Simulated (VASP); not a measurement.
Input of a VASP 6.6.1 run:

INCAR

```
PREC = Accurate
ENCUT = 520
EDIFF = 1E-7
ISMEAR = 0
SIGMA = 0.05
LREAL = False
LASPH = True
NELM = 100
ALGO = Normal
ISIF = 2
LWAVE = False
LCHARG = False
GGA = PE
NBANDS = 11
```

KPOINTS

```
regular mesh
0
Gamma
  8 8 8
```

The input POSCAR:

```
SiC
1.0
    0.0000000000      2.1947180331      2.1947180331
    2.1947180331      0.0000000000      2.1947180331
    2.1947180331      2.1947180331      0.0000000000
Si C
1 1
Direct
    0.0000000000      0.0000000000      0.0000000000
    0.2500000000      0.2500000000      0.2500000000
```

Potentials or basis: VASP PAW PBE potentials, release 64 (Si, C).

Run with:

```sh
$ cat potpaw_PBE.64/Si/POTCAR potpaw_PBE.64/C/POTCAR > POTCAR
$ mpirun -np 1 vasp_std > vasp.out
```

(1) What does it give for the band gap on the k mesh?

(2) Estimate the pressure.

## Answers

(1) 1.38 eV, indirect (least direct gap 4.52 eV).

(2) -1.4 GPa.

**What was measured.**

“Insight into the structural, elastic and electronic properties of a new orthorhombic 6O-SiC polytype”, 2020, pmc:7200658 quotes, for a bulk crystal of SiC: band gap 2.4 eV (indirect).

Measured gap of SiC: 2.4 eV (indirect; quoted in “Insight into the structural, elastic and electronic properties of a new orthorhombic 6O-SiC polytype”, 2020, pmc:7200658). This calculation gives 1.38 eV (-1.02 eV). The value is that of PBE on a finite k mesh, which can miss the band edges, without temperature or zero-point motion. Semilocal functionals fall short of measured gaps as a rule.
